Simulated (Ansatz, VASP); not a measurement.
This is a calculation of MnSi for VASP 6.6.1.

The input INCAR:

```
SYSTEM = MnSi
PREC     = Accurate       ! precision mode
ENCUT    = 520            ! plane-wave cutoff, eV
EDIFF    = 1E-6           ! SCF threshold, eV
ISMEAR   = -1             ! smearing method
SIGMA    = 0.05           ! smearing width, eV
LREAL    = .False.        ! projectors in reciprocal space
LASPH    = .True.         ! aspherical terms in the spheres
NELM     = 150            ! most SCF steps
ALGO     = Normal         ! electronic algorithm
ISIF     = 2              ! what is computed and relaxed
LWAVE    = .False.        ! write WAVECAR
LCHARG   = .False.        ! write CHGCAR
ISPIN    = 2              ! spin polarisation
MAGMOM   = 4 0            ! initial moments
LORBIT   = 11             ! projections on sites
LMAXMIX  = 4              ! l up to which the mixer works
GGA      = PE             ! functional
NBANDS   = 20             ! bands
```

File KPOINTS:

```
regular mesh
0
Gamma
  9 9 9
  0 0 0
```

POSCAR

```
MnSi
1.0
    0.0000000000      2.4930687292      2.4930687292
    2.4930687292      0.0000000000      2.4930687292
    2.4930687292      2.4930687292      0.0000000000
Mn Si
1 1
Direct
    0.0000000000      0.0000000000      0.0000000000
    0.2500000000      0.2500000000      0.2500000000
```

Potentials or basis: VASP PAW PBE potentials, release 64 (Mn_pv, Si).

Command:

```bash
$ cat potpaw_PBE.64/Mn_pv/POTCAR potpaw_PBE.64/Si/POTCAR > POTCAR
$ mpirun -np 1 vasp_std > vasp.out
```

**Question.** Translate it to Ansatz 0.2.0. Potentials there: all-electron LAPW, scalar-relativistic.

**Answer.** As run (the cutoff follows the program's own potentials):

Contents of input.yaml:

```yaml
crystal:
  lattice:
    - [0.0, 2.4930687292, 2.4930687292]
    - [2.4930687292, 0.0, 2.4930687292]
    - [2.4930687292, 2.4930687292, 0.0]
  atoms:
    - { symbol: Mn, position: [0.0, 0.0, 0.0], spin: 4.0 }
    - { symbol: Si, position: [0.25, 0.25, 0.25] }
kpoints:
  mp_grid: { grid: [9, 9, 9] }
scf:
  occupations: { method: fermi_dirac, width: 0.05 }
hamiltonian:
  xc: pbe
  pseudopotentials: { kind: all_electron, lapw: { basis_error: 0.0005 } }
magnetization:
  spin_polarized: true
output:
  forces: true
  stress: true
  eigenvalues: true
```

Potentials or basis: all-electron LAPW, scalar-relativistic.

Command:

```console
$ ansatz run input.yaml --threads 2 --pin off --max-ram 6144MiB --backend cpu --events-out ev --progress --plain --runs-dir out
```

Both were run:

|  | VASP | Ansatz | Ansatz less VASP |
| --- | --- | --- | --- |
| gap on the k mesh at the Fermi level (eV) | none | none | - |
| pressure (GPa) | 24.9 | 25.0 | +0.03 |
| net moment per atom (μB) | 0.97 | 0.97 | +0.002 |
| size of the moment on the site where the two differ most (μB) | 0.14 | 0.09 | -0.049 |

Site moments also hang on the region over which each program counts them. A gap of «none» marks a metal or a gap that the smearing closes. Ansatz ran all-electron here, and VASP with PAW potentials.
